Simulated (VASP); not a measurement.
## Pt: relaxation of cell and atoms with PBEsol

Crystal: Pt.

```
Pt
1.0
     2.77000    0.00000    0.00000
    -1.38500    2.39889    0.00000
     0.00000    0.00000    4.52341
Pt
2
Direct
  0.33333 0.66667 0.25000
  0.66667 0.33333 0.75000
```

- Program: VASP 6.6.1
- Task: relaxation of cell and atoms
- Functional: PBEsol
- Potentials or basis: VASP PAW PBE potentials, release 64 (Pt)
- Cutoff: 600 eV
- k mesh: 9 × 9 × 5
- Occupations: methfessel-paxton, width 0.05 eV
- Spin: no spin polarisation
- Target pressure: 40 GPa
- Dipole correction: no
- Further INCAR settings: ALGO = Normal; EDIFF = 1e-06; IBRION = 2; EDIFFG = -0.01; NSW = 80; ISIF = 3

```yaml
Relaxed_volume: 13.57 Å³/atom
Relaxed_cell: a = 2.639 Å, b = 2.639 Å, c = 4.500 Å, α = 90.00°, β = 90.00°, γ = 120.00°
Space_group_after_relaxing_to_0.05_Å: P6_3/mmc (No. 194)
Energy_change_on_relaxing_the_enthalpy_is_what_falls: +147.0 meV/atom
Ionic_steps: 11
Pressure_after_relaxing: 40.0 GPa
Band_gap_on_the_k_mesh: zero (band 10 reaches 13.66 eV, above the bottom of band 11 at 12.37 eV)
```

Step by step:
| step | energy change (eV) | largest force (eV/Å) | pressure (GPa) | volume (Å³) |
| --- | --- | --- | --- | --- |
| 1 | 0.0000 | 0.0000 | 0.97 | 30.06 |
| 2 | 17.7615 | 0.0000 | 756.10 | 16.76 |
| 3 | 0.2066 | 0.0000 | 30.62 | 27.70 |
| 4 | 0.2641 | 0.0000 | 35.30 | 27.41 |
| 5 | 0.3363 | 0.0000 | 40.72 | 27.10 |
| 6 | 0.3154 | 0.0000 | 41.64 | 27.07 |
| 7 | 0.3136 | 0.0000 | 41.45 | 27.07 |
| 8 | 0.3130 | 0.0000 | 41.34 | 27.07 |
| 9 | 0.3132 | 0.0000 | 41.37 | 27.07 |
| 10 | 0.2247 | 0.0000 | 34.91 | 27.45 |
| 11 | 0.2939 | 0.0000 | 40.01 | 27.15 |

Final structure:
```
Pt
1.0
     2.63943    0.00000    0.00000
    -1.31971    2.28581    0.00000
     0.00000    0.00000    4.50007
Pt
2
Cartesian
  0.0000 1.5239 1.1250
  1.3197 0.7619 3.3751
```

Levels at points of the mesh, in eV from the Fermi level:
```
           k point  band 7  band 8  band 9  band 10  band 11  band 12  band 13  band 14
(0.00, 0.00, 0.00)   -3.91   -2.54   -2.54    -1.42    -0.37    -0.37     5.89    14.57
```

Run time: 2.6 min on 1 thread of Intel Xeon 8259CL, on a shared host, peak memory 0.17 GiB.

Caveat: the cell is relaxed towards a set pressure, so the enthalpy falls and the energy may rise; the PAW data sets were made with another functional, which shifts forces and pressure a little; spin-orbit coupling is left out, which moves the levels of the heavy elements.
